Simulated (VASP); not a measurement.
**Ga3Cl: single point with PBE**

The system is Ga3Cl.

```
CELL_PARAMETERS angstrom
5.11133 0.00000 0.00000
0.00000 5.11133 0.00000
0.00000 0.00000 3.16215
ATOMIC_POSITIONS crystal
Ga 0.00000 0.50000 0.50000
Ga 0.50000 0.00000 0.50000
Ga 0.50000 0.50000 0.00000
Cl 0.00000 0.00000 0.00000
```

```json
{"Program": "VASP 6.6.1", "Task": "single point", "Functional": "PBE", "Potentials or basis": "VASP PAW PBE potentials, release 64 (Ga_d, Cl)", "Cutoff": "520 eV", "k mesh": "4 × 4 × 6", "Occupations": "gaussian, width 0.1 eV", "Spin": "no spin polarisation"}
```

- Pressure: 0.0 GPa
- Band gap on the k mesh: zero (band 23 reaches 6.19 eV, above the bottom of band 24 at 3.56 eV)

Levels at points of the mesh, in eV from the Fermi level:
```
           k point  band 20  band 21  band 22  band 23  band 24  band 25  band 26  band 27
(0.00, 0.00, 0.00)    -5.29    -2.40    -1.81    -1.28    -1.28     4.79     5.06     5.34
(0.50, 0.00, 0.00)    -4.70    -2.33    -2.20    -1.59     1.68     4.32     4.72     4.85
(0.50, 0.50, 0.00)    -2.28    -2.22    -2.22     0.45     3.55     3.67     4.46     4.46
(0.00, 0.00, 0.50)    -4.00    -3.54    -2.51    -0.47     0.40     0.40     2.38     2.43
(0.50, 0.00, 0.50)    -3.92    -2.84    -2.54    -1.97    -0.06     1.76     1.78     1.80
(0.50, 0.50, 0.50)    -4.11    -4.11    -4.06    -3.18     0.10     0.10     3.91     5.86
```

It took 65 s on 1 thread of Intel Xeon 6975P-C, on a shared host, peak memory 0.21 GiB.
